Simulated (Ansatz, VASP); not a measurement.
Given: the input of a run of VASP 6.6.1 on Ta2N.

INCAR

```
PREC = Accurate
ENCUT = 520
EDIFF = 1E-7
ISMEAR = -1
SIGMA = 0.05
LREAL = False
LASPH = True
NELM = 60
ALGO = Normal
ISIF = 2
LWAVE = False
LCHARG = True
GGA = PE
LELF = True
LVHAR = True
NBANDS = 20
```

The input KPOINTS:

```
regular mesh
0
Gamma
  10 10 6
```

POSCAR

```
Ta2N
1.0
    3.1128615060      0.0000000000      0.0000000000
   -1.5564307530      2.6958171426      0.0000000000
    0.0000000000      0.0000000000      4.8698410000
Ta N
2 1
Direct
    0.3246030000      0.6534240000      0.2512930000
    0.6906880000      0.3422290000      0.7432110000
   -0.0016550000      0.0058830000      0.0039570000
```

Potentials or basis: VASP PAW PBE potentials, release 64 (Ta_pv, N).

Command:

```console
$ cat potpaw_PBE.64/Ta_pv/POTCAR potpaw_PBE.64/N/POTCAR > POTCAR
$ mpirun -np 1 vasp_std > vasp.out
```

Question: Translate it to Ansatz 0.2.0. Potentials there: all-electron LAPW, scalar-relativistic.

Answer: As run (the cutoff follows the program's own potentials):

input.yaml

```yaml
crystal:
  lattice:
    - [3.112861506, 0.0, 0.0]
    - [-1.556430753, 2.6958171426, 0.0]
    - [0.0, 0.0, 4.869841]
  atoms:
    - { symbol: Ta, position: [0.324603, 0.653424, 0.251293] }
    - { symbol: Ta, position: [0.690688, 0.342229, 0.743211] }
    - { symbol: "N", position: [-0.001655, 0.005883, 0.003957] }
kpoints:
  mp_grid: { grid: [10, 10, 6] }
scf:
  occupations: { method: fermi_dirac, width: 0.05 }
hamiltonian:
  xc: pbe
  pseudopotentials: { kind: all_electron, lapw: { basis_error: 0.001 } }
output:
  forces: true
  stress: true
  eigenvalues: true
  populations: true
```

Potentials or basis: all-electron LAPW, scalar-relativistic.

Command:

```bash
$ ansatz run input.yaml --threads 2 --pin off --max-ram 5120MiB --backend cpu --events-out ev --progress --plain --runs-dir out
```

Both were run:

|  | VASP | Ansatz | Ansatz less VASP |
| --- | --- | --- | --- |
| gap on the k mesh at the Fermi level (eV) | none | none | - |
| pressure (GPa) | -0.1 | -0.5 | -0.34 |
| traceless stress, the component that is largest in VASP (GPa) | 1.17 | 1.14 | -0.028 |
| rms of the force components (eV/Å) | 0.347 | 0.339 | -0.0083 |

Atom by atom the forces differ by 0.020 eV/Å (rms over components). A gap of «none» marks a metal or a gap that the smearing closes. Ansatz ran all-electron here, and VASP with PAW potentials.

Neither program's run includes spin-orbit coupling.
